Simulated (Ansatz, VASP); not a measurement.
# Si: VASP beside Ansatz

```
CELL_PARAMETERS angstrom
3.83191 0.00000 0.00000
-1.91595 3.31853 0.00000
0.00000 0.00000 28.48386
ATOMIC_POSITIONS crystal
Si 0.33333 0.66667 0.26331
Si 0.66667 0.33333 0.29140
Si 0.66667 0.33333 0.37463
Si 0.33333 0.66667 0.40272
Si 0.33333 0.66667 0.48595
Si 0.66667 0.33333 0.51405
Si 0.66667 0.33333 0.59728
Si 0.33333 0.66667 0.62537
Si 0.33333 0.66667 0.70860
Si 0.66667 0.33333 0.73669
```

Alike in both runs: task single point; functional r2SCAN; k mesh 4 × 4 × 1; occupations gaussian, width 0.05 eV; no spin polarisation.

|  | VASP | Ansatz |
| --- | --- | --- |
| version | VASP 6.6.1 | Ansatz 0.2.0 |
| potentials or method | VASP PAW PBE potentials, release 64 (Si), cutoff 520 eV | scalar-relativistic, plane waves, PAW |
| valence electrons in the cell | 40 | 40 |

Ansatz gave:

```
gap on the k mesh at the Fermi level (eV)  : none
rms of the force components (eV/Å)         : 0.196
work function, face that differs most (eV) : 5.03
```

**Question.** Which values does VASP return?

**Answer.** gap on the k mesh at the Fermi level (eV): none; rms of the force components (eV/Å): 0.200; work function, face that differs most (eV): 5.04.

VASP's potentials were made for PBE, not for r2SCAN. Atom by atom the forces differ by 0.006 eV/Å (rms over components). A gap of «none» marks a metal or a gap that the smearing closes.

The k mesh is coarse, so the values compare programs but aren't converged.
